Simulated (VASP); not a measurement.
A run of VASP 6.6.1 is set up as follows.

Contents of INCAR:

```
ALGO = Normal ; EDIFF = 1E-6
ENCUT = 520 ; GGA = PE
ISIF = 2 ; ISMEAR = 0
LASPH = T ; LCHARG = F
LREAL = F ; LWAVE = F
NBANDS = 25 ; NELM = 80
PREC = Accurate ; SIGMA = 0.1
```

Contents of KPOINTS:

```
k-points
0
Gamma
  4 4 4
```

The input POSCAR:

```
BeSeO4
1.0
    0.0000000000      3.2605282400      3.2605282400
    3.2605282400      0.0000000000      3.2605282400
    3.2605282400      3.2605282400      0.0000000000
Be Se O
1 1 4
Direct
    0.7500000000      0.7500000000      0.7500000000
    0.0000000000      0.0000000000      0.0000000000
    0.8732489600      0.3755836800      0.3755836800
    0.3755836800      0.3755836800      0.3755836800
    0.3755836800      0.8732489600      0.3755836800
    0.3755836800      0.3755836800      0.8732489600
```

Potentials or basis: VASP PAW PBE potentials, release 64 (Be, Se, O).

The run is started by

```bash
$ cat potpaw_PBE.64/Be/POTCAR potpaw_PBE.64/Se/POTCAR potpaw_PBE.64/O/POTCAR > POTCAR
$ mpirun -np 1 vasp_std > vasp.out
```

(1) Estimate the pressure.

(2) Predict the largest force.

Results:

(1) -13.4 GPa.

(2) 0.395 eV/Å.

Caveat: the k points lie up to 0.42 Å⁻¹ apart.
